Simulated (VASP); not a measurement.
# TiAl3 (Pmm2) in VASP: notebook

TiAl3 is run at these levels: PBEsol; tasks: single point.

Everything below comes from runs of VASP 6.6.1. Logs are shortened: lines on timing, memory, paths and dates and some standing lists are left out, and cuts for length are marked.

## 1. The cell of the first run

Symmetry: Pmm2, No. 25, orthorhombic system. Conventional cell: a = 2.748 Å, b = 4.657 Å, c = 4.879 Å, α = 90.00°, β = 90.00°, γ = 90.00°. Within 3.6 Å of Ti (site symmetry mm2) lie 2 Ti at 2.75 Å and 10 Al at 2.80 to 2.83 Å. Al (site symmetry mm2) has 10 Al at 2.75 to 2.84 Å and 2 Ti at 2.81 Å within 3.6 Å. Within 3.6 Å of Al (site symmetry mm2) lie 8 Al at 2.75 to 2.83 Å and 4 Ti at 2.83 Å. Within 3.6 Å of Al (site symmetry mm2) lie 8 Al at 2.75 to 2.84 Å and 4 Ti at 2.80 Å.

## 2. Single point, PBEsol

The input, INCAR:

```
SYSTEM = TiAl3
PREC = Accurate
ENCUT = 520
EDIFF = 1E-7
ISMEAR = -1
SIGMA = 0.05
LREAL = .False.
LASPH = .True.
NELM = 80
ALGO = Normal
ISIF = 2
LWAVE = .False.
LCHARG = .False.
GGA = PS
NBANDS = 18
```

The input, KPOINTS:

```
regular mesh
0
Gamma
  9 6 6
  0 0 0
```

The input, POSCAR:

```
TiAl3
1.0
    2.7479245785      0.0000000000      0.0000000000
    0.0000000000      4.6566100839      0.0000000000
    0.0000000000      0.0000000000      4.8789423181
Ti Al
1 3
Direct
    0.0000000000      0.5000000000      0.1625604812
    0.0000000000      0.0000000000      0.8404932185
    0.5000000000      0.0000000000      0.3342666075
    0.5000000000      0.5000000000      0.6626786927
```

Potentials or basis: VASP PAW PBE potentials, release 64 (Ti_sv, Al).

The run is started by

```console
cat potpaw_PBE.64/Ti_sv/POTCAR potpaw_PBE.64/Al/POTCAR > POTCAR
mpirun -np 1 vasp_std > vasp.out
```

OUTCAR:

```text
SYSTEM = TiAl3
   PREC = Accurate
   ENCUT = 520
   EDIFF = 1E-7
   ISMEAR = -1
   LREAL = .False.
   LASPH = .True.
   NELM = 80
   ISIF = 2
   GGA = PS

 ion  position               nearest neighbor table
   1  0.000  0.500  0.163-   4 2.80   4 2.80   4 2.80   4 2.80   2 2.81   2 2.81   3 2.83   3 2.83
                             3 2.83   3 2.83
   2  0.000  0.000  0.840-   3 2.77   3 2.77   1 2.81   1 2.81   3 2.83   3 2.83   4 2.84   4 2.84
                             4 2.84   4 2.84
   3  0.500  0.000  0.334-   2 2.77   2 2.77   2 2.83   2 2.83   4 2.83   4 2.83   1 2.83   1 2.83
                             1 2.83   1 2.83
   4  0.500  0.500  0.663-   1 2.80   1 2.80   1 2.80   1 2.80   3 2.83   3 2.83   2 2.84   2 2.84
                             2 2.84   2 2.84

  LATTYP: Found a simple orthorhombic cell.
 ALAT       =     2.7479245785
 B/A-ratio  =     1.6945916640
 C/A-ratio  =     1.7755008111

  Lattice vectors:

 A1 = (   2.7479245785,   0.0000000000,   0.0000000000)
 A2 = (   0.0000000000,   4.6566100839,   0.0000000000)
 A3 = (   0.0000000000,   0.0000000000,   4.8789423181)

Analysis of symmetry for initial positions (statically):
=====================================================================
 Subroutine PRICEL returns:
 Original cell was already a primitive cell.

 Routine SETGRP: Setting up the symmetry group for a
 simple orthorhombic supercell.

 Subroutine GETGRP returns: Found  4 space group operations
 (whereof  4 operations were pure point group operations)
 out of a pool of  8 trial point group operations.

The static configuration has the point symmetry C_2v.

Analysis of symmetry for dynamics (positions and initial velocities):
=====================================================================
 Subroutine PRICEL returns:
 Original cell was already a primitive cell.

 Routine SETGRP: Setting up the symmetry group for a
 simple orthorhombic supercell.

 Subroutine GETGRP returns: Found  4 space group operations
 (whereof  4 operations were pure point group operations)
 out of a pool of  8 trial point group operations.

The dynamic configuration has the point symmetry C_2v.

 Subroutine INISYM returns: Found  4 space group operations
 (whereof  4 operations are pure point group operations),
 and found     1 'primitive' translations

----------------------------------------------------------------------------------------

                                     Primitive cell

  volume of cell :      62.4310

  direct lattice vectors                    reciprocal lattice vectors
     2.747924579  0.000000000  0.000000000     0.363911007  0.000000000  0.000000000
     0.000000000  4.656610084  0.000000000     0.000000000  0.214748493  0.000000000
     0.000000000  0.000000000  4.878942318     0.000000000  0.000000000  0.204962456

  length of vectors
     2.747924579  4.656610084  4.878942318     0.363911007  0.214748493  0.204962456

  position of ions in fractional coordinates (direct lattice)
     0.000000000  0.500000000  0.162560481
     0.000000000  0.000000000  0.840493219
     0.500000000  0.000000000  0.334266607
     0.500000000  0.500000000  0.662678693

  ion indices of the primitive-cell ions
   primitive index   ion index
                 1           1
                 2           2
                 3           3
                 4           4

----------------------------------------------------------------------------------------

 KPOINTS: regular mesh

Automatic generation of k-mesh.
 Grid dimensions read from file:
 generate k-points for:    9    6    6

 Generating k-lattice:

  Cartesian coordinates                     Fractional coordinates (reciprocal lattice)
     0.040434556  0.000000000  0.000000000     0.111111111  0.000000000  0.000000000
     0.000000000  0.035791416  0.000000000     0.000000000  0.166666667  0.000000000
     0.000000000  0.000000000  0.034160409     0.000000000  0.000000000  0.166666667

  Length of vectors
     0.040434556  0.035791416  0.034160409

  Shift w.r.t. Gamma in fractional coordinates (k-lattice)
     0.000000000  0.000000000  0.000000000

 Subroutine IBZKPT returns following result:
 ===========================================

 Found     80 irreducible k-points:

 Following reciprocal coordinates:
            Coordinates               Weight
  0.000000  0.000000  0.000000      1.000000
  0.111111  0.000000  0.000000      2.000000
  0.222222  0.000000  0.000000      2.000000
  0.333333  0.000000  0.000000      2.000000
  0.444444  0.000000  0.000000      2.000000
  0.000000  0.166667  0.000000      2.000000
[... 16 lines left out ...]
  0.222222  0.000000  0.166667      4.000000
  0.333333  0.000000  0.166667      4.000000
 [... further k-points ...]
   k-points           NKPTS =     80   k-points in BZ     NKDIM =     80   number of bands    NBANDS=     18
   number of dos      NEDOS =    301   number of ions     NIONS =      4
   total plane-waves  NPLWV =  25920
   dimension x,y,z NGX =    20 NGY =   36 NGZ =   36
   dimension x,y,z NGXF=    40 NGYF=   72 NGZF=   72
   ions per type =               1   3
   NGX,Y,Z   is equivalent  to a cutoff of  12.10, 12.85, 12.27 a.u.
   NGXF,Y,Z  is equivalent  to a cutoff of  24.20, 25.70, 24.53 a.u.
 SYSTEM =  TiAl3
   PREC   = accura    normal or accurate (medium, high low for compatibility)
   ISTART =      0    job   : 0-new  1-cont  2-samecut
   ICHARG =      2    charge: 1-file 2-atom 10-const
   ISPIN  =      1    spin polarized calculation?
   LNONCOLLINEAR =      F non collinear calculations
   LSORBIT =      F    spin-orbit coupling
   LASPH  =      T    aspherical Exc in radial PAW
   ENCUT  =  520.0 eV  38.22 Ry    6.18 a.u.   5.11  8.66  9.07*2*pi/ulx,y,z
   NELM   =     80;   NELMIN=  2; NELMDL= -5     # of ELM steps
   EDIFF  = 0.1E-06   stopping-criterion for ELM
   LREAL  =      F    real-space projection
   EDIFFG = 0.1E-05   stopping-criterion for IOM
   NSW    =      0    number of steps for IOM
   IBRION =     -1    ionic relax: 0-MD 1-quasi-New 2-CG
   NFREE  =      0    steps in history (QN), initial steepest desc. (CG)
   ISIF   =      2    stress and relaxation
   ISYM   =      2    0-nonsym 1-usesym 2-fastsym
   POTIM  = 0.5000    time-step for ionic-motion
   TEBEG  =    0.0;   TEEND  =   0.0 temperature during run
   PSTRESS=    0.0 pullay stress
   NELECT =      21.0000    total number of electrons
   NUPDOWN=      -1.0000    fix difference up-down
   EMIN   =  10.00;   EMAX   =-10.00  energy-range for DOS
   EFERMI =   0.00;   METHOD = LEGACY
   ISMEAR =    -1;   SIGMA  =   0.05  broadening in eV -4-tet -1-fermi 0-gaus
   EFERMI_NEDOS =   21; number of points for ismear=-14 and -15
   IALGO  =     38    algorithm
   IMIX   =      4    mixing-type and parameters
     AMIX     =   0.40;   BMIX     =  1.00
     AMIX_MAG =   1.60;   BMIX_MAG =  1.00
  volume/ion in A,a.u.               =      15.61       105.33
  Fermi-wavevector in a.u.,A,eV,Ry     =   1.138539  2.151526 17.636830  1.296270
  Thomas-Fermi vector in A             =   2.275243
   LORBIT       =      0    0 simple, 1 ext, 2 COOP (PROOUT), +10 PAW based schemes
   GGA     = PS    functional components
   LHFCALC =     F    Hartree Fock is set to
   AEXX    =    0.0000 exact exchange contribution
   IVDW    =     0    specifies the selected vdW correction
   LEPSILON=     F    determine dielectric tensor
   LRPA    =     F    only Hartree local field effects (RPA)
 non-spin polarized calculation
  energy-cutoff  :      520.00
  volume of cell :       62.43
 maximum number of plane-waves:      1699
   NGX = 11   NGY = 17   NGZ = 19

 number of electron      21.0000005 magnetization

 Free energy of the ion-electron system (eV)
  ---------------------------------------------------
  ext. energy  EPLUGINS =         0.00000000
  ---------------------------------------------------
  free energy    TOTEN  =       -21.59993303 eV

  energy without entropy =      -21.58044448  energy(sigma->0) =      -21.59018876

 E-fermi :   8.4092     XC(G=0): -10.8832

 val. band max:        8.4076702429   @ k =   0.1111   0.5000   0.1667
 cond. band min:       8.4132655559   @ k =   0.2222   0.5000   0.3333
 fundamental gap:      0.0055953129
 Fermi energy:         8.4092075272

 k-point     1 :       0.0000    0.0000    0.0000
  band No.  band energies     occupation
      1     -47.7270      2.00000
      2     -24.1683      2.00000
      3     -24.1627      2.00000
      4     -23.7113      2.00000
      5      -1.9484      2.00000
      6       3.1284      2.00000
[... 10 lines left out ...]
     17      14.5282      0.00000
     18      14.8018      0.00000

 k-point     2 :       0.1111    0.0000    0.0000
  band No.  band energies     occupation
      1     -47.7179      2.00000
      2     -24.1596      2.00000
      3     -24.1541      2.00000
      4     -23.7832      2.00000
      5      -1.7022      2.00000
      6       3.3494      2.00000
[... 10 lines left out ...]
     17      13.6579      0.00000
     18      14.5367      0.00000

 k-point     3 :       0.2222    0.0000    0.0000
  band No.  band energies     occupation
      1     -47.6946      2.00000
      2     -24.1375      2.00000
      3     -24.1324      2.00000
      4     -23.9627      2.00000
      5      -0.9712      2.00000
      6       4.0002      2.00000
[... 10 lines left out ...]
     17      13.0458      0.00000
     18      14.5171      0.00000

 k-point     4 :       0.3333    0.0000    0.0000
  band No.  band energies     occupation
      1     -47.6679      2.00000
      2     -24.1625      2.00000
      3     -24.1121      2.00000
      4     -24.1076      2.00000
      5       0.2250      2.00000
      6       5.0273      2.00000
[... 375 lines left out ...]
      4     -23.7832      2.00000
      5      -1.5341      2.00000
      6       2.4644      2.00000
[... 10 lines left out ...]
     17      13.8192      0.00000
     18      15.1617      0.00000

 k-point    23 :       0.2222    0.0000    0.1667
  band No.  band energies     occupation
      1     -47.6946      2.00000
      2     -24.1380      2.00000
      3     -24.1324      2.00000
      4     -23.9627      2.00000
      5      -0.8085      2.00000
      6       3.1095      2.00000
[... 10 lines left out ...]
     17      12.6752      0.00000
     18      14.6070      0.00000

 k-point    24 :       0.3333    0.0000    0.1667
  band No.  band energies     occupation
      1     -47.6679      2.00000
      2     -24.1624      2.00000
      3     -24.1125      2.00000
      4     -24.1076      2.00000
      5       0.3786      2.00000
      6       4.1256      2.00000
[... 10 lines left out ...]
     17      12.5051      0.00000
     18      13.5719      0.00000

 [... further k-points ...]
[... 5 lines left out ...]
  --------------------------------------------------------------------------------------
  -------------------------------------------------------------------------------------
  Total        0.7978971      0.8073724      0.8012067      0.0000000      0.0000000      0.0000000
  in kB       20.4765649     20.7197315     20.5614990      0.0000000      0.0000000      0.0000000
  external PRESSURE =      20.5859318 kB  Pullay stress =       0.0000000 kB

 VOLUME and BASIS-vectors are now :
 -----------------------------------------------------------------------------
  energy-cutoff  :      520.00
  volume of cell :       62.43
      direct lattice vectors                 reciprocal lattice vectors
     2.747924579  0.000000000  0.000000000     0.363911007  0.000000000  0.000000000
     0.000000000  4.656610084  0.000000000     0.000000000  0.214748493  0.000000000
     0.000000000  0.000000000  4.878942318     0.000000000  0.000000000  0.204962456

 POSITION                                       TOTAL-FORCE (eV/Angst)
 -----------------------------------------------------------------------------------
      0.00000      2.32831      0.79312         0.000000      0.000000      0.003943
      0.00000      0.00000      4.10072         0.000000      0.000000     -0.003622
      1.37396      0.00000      1.63087         0.000000      0.000000      0.000866
      1.37396      2.32831      3.23317         0.000000      0.000000     -0.001187
 -----------------------------------------------------------------------------------
    total drift:                                0.000000      0.000000      0.000357

  FREE ENERGIE OF THE ION-ELECTRON SYSTEM (eV)
  ---------------------------------------------------
  free  energy   TOTEN  =       -21.5999330315 eV

  energy  without entropy=      -21.5804444814  energy(sigma->0) =      -21.59018876
```

Wall time 72 s (1 thread of Intel Xeon Platinum 8259CL at 2.50GHz (Skylake/Cascade Lake), shared host); peak memory 0.22 GiB.

What came out:

```
Free energy   : -21.5999 eV
Pressure      : 2.1 GPa
Largest force : 0.004 eV/Å
```

Forces on the atoms (eV/Å):
```
Ti   0.000  0.000  0.004
Al   0.000  0.000 -0.004
Al   0.000  0.000  0.001
Al   0.000  0.000 -0.001
```

Caveat: the PAW data sets were made with another functional, which shifts forces and pressure a little.

(Continued in part 2 of 2.)
